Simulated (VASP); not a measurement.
The system is Ti.

```
CELL_PARAMETERS angstrom
2.95000 0.00000 0.00000
-1.47500 2.55477 0.00000
0.00000 0.00000 4.68000
ATOMIC_POSITIONS crystal
Ti 0.33333 0.66667 0.25000
Ti 0.66667 0.33333 0.75000
```

- Program: VASP 6.6.1
- Task: relaxation of cell and atoms
- Functional: PBEsol
- Potentials or basis: VASP PAW PBE potentials, release 64 (Ti_sv)
- Cutoff: 600 eV
- k mesh: 10 × 10 × 5
- Occupations: gaussian, width 0.05 eV
- Spin: no spin polarisation

At the start: pressure -6.0 GPa; volume 17.64 Å³/atom.

**Question.** How do energy, volume and symmetry change on relaxing?

**Answer.** Over 4 steps the energy falls by 19.1 meV/atom and the volume is 16.67 Å³/atom (-5.5 %); space group P6_3/mmc (No. 194, to 0.05 Å).

Step by step:
```tsv
step	energy change (eV)	largest force (eV/Å)	pressure (GPa)	volume (Å³)
1	0.0000	0.0000	-6.04	35.27
2	-0.0169	0.0000	5.15	31.99
3	-0.0381	0.0000	0.01	33.34
4	-0.0381	0.0000	-0.01	33.34
```

Final structure:
```xyz
2
Lattice="2.8981 0.0000 0.0000 -1.4491 2.5099 0.0000 0.0000 0.0000 4.5842" Properties=species:S:1:pos:R:3 pbc="T T T"
Ti    0.0000    1.6732    1.1460
Ti    1.4491    0.8366    3.4381
```

Caveat: the PAW data sets were made with another functional, which shifts forces and pressure a little.
